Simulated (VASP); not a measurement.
MgSe:

```
Mg Se
1.0
     0.00000    2.72550    2.72550
     2.72550    0.00000    2.72550
     2.72550    2.72550    0.00000
Mg Se
1 1
Direct
  0.00000 0.00000 0.00000
  0.50000 0.50000 0.50000
```

Base run:

| Property | Result |
| --- | --- |
| Program | VASP 6.6.1 |
| Functional | r2SCAN |
| Dispersion | D4 |
| Potentials or basis | VASP PAW PBE potentials, release 64 (Mg, Se) |
| Cutoff | 660 eV |
| k mesh | 10 × 10 × 10 |
| Occupations | gaussian, width 0.05 eV |
| Spin | no spin polarisation |

Its results: band gap on the k mesh 2.46 eV, indirect (least direct gap 3.50 eV); pressure -0.3 GPa.

Problem. The run is repeated on the same cell with these changes: dispersion from D4 to none. What comes out?

Solution. Band gap on the k mesh 2.46 eV, indirect (least direct gap 3.50 eV); pressure 0.5 GPa.

Dispersion adds attraction, which lowers the pressure at fixed volume and, as a term added to the energy, leaves the levels alone.

Caveats: the PAW data sets were made with another functional, which shifts forces and pressure a little.

A k mesh can miss the band edges.
